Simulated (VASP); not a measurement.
The system is P.

```
P
1.0
     1.75957    1.01589    3.19106
    -1.75957    1.01589    3.19106
     0.00000   -2.03178    3.19106
P
2
Direct
  0.77292 0.77292 0.77292
  0.22708 0.22708 0.22708
```

This cell differs from its parent crystal: volume scaled by 1.06.

Base run:

```yaml
Program: VASP 6.6.1
Functional: PBE
Potentials_or_basis: VASP PAW PBE potentials, release 64 (P)
Cutoff: 520 eV
k_mesh: 9 × 9 × 9
Occupations: fermi-dirac, width 0.05 eV
Spin: no spin polarisation
```

Its results: band gap on the k mesh zero (band 5 reaches 8.62 eV, above the bottom of band 6 at 8.05 eV); pressure -3.3 GPa; largest force 0.206 eV/Å.

The run is repeated on the same cell with these changes: functional from PBE to LDA; potentials or basis from VASP PAW PBE potentials, release 64 (P) to VASP PAW LDA potentials, release 64 (P). What comes out?

Band gap on the k mesh zero (band 5 reaches 8.48 eV, above the bottom of band 6 at 7.92 eV); pressure -7.7 GPa; largest force 0.213 eV/Å.
